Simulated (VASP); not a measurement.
Wanted: the native input for a VASP 6.6.1 run.

```yaml
Task: single point
Functional: PBEsol
Potentials_or_basis: VASP PAW PBE potentials, release 64 (Li_sv)
Cutoff: 520 eV
k_mesh: 12 × 12 × 12
Occupations: gaussian, width 0.1 eV
Spin: no spin polarisation
Dipole_correction: no
Further_INCAR_settings: ALGO = Fast; EDIFF = 1e-07; NBANDS = 8
```

The structure of Li lies in POSCAR:

```
Li
1.0
    3.3936727116      0.0000000000      0.0000000000
    0.0000000000      3.3936727116      0.0000000000
    0.0000000000      0.0000000000      3.3936727116
Li
1
Direct
    0.0000000000      0.0000000000      0.0000000000
```

This cell differs from its parent crystal: K replaced by Li, lengths x 0.778, strained.

The input as run:

INCAR

```
  PREC = Accurate
  ENCUT = 520
  EDIFF = 1E-7
  ISMEAR = 0
  SIGMA = 0.1
  LREAL = F
  LASPH = T
  NELM = 80
  ALGO = Fast
  ISIF = 2
  LWAVE = F
  LCHARG = F
  GGA = PS
  NBANDS = 8
```

KPOINTS

```
Automatic mesh
0
Gamma
  12 12 12
```

Potentials or basis: VASP PAW PBE potentials, release 64 (Li_sv).

The run is started by

```bash
$ cat potpaw_PBE.64/Li_sv/POTCAR > POTCAR
$ mpirun -np 1 vasp_std > vasp.out
```

Run time: 27 s on 1 thread of AMD EPYC 7R43 64-Core Processor (Zen 3) (shared host), peak memory 0.12 GiB.
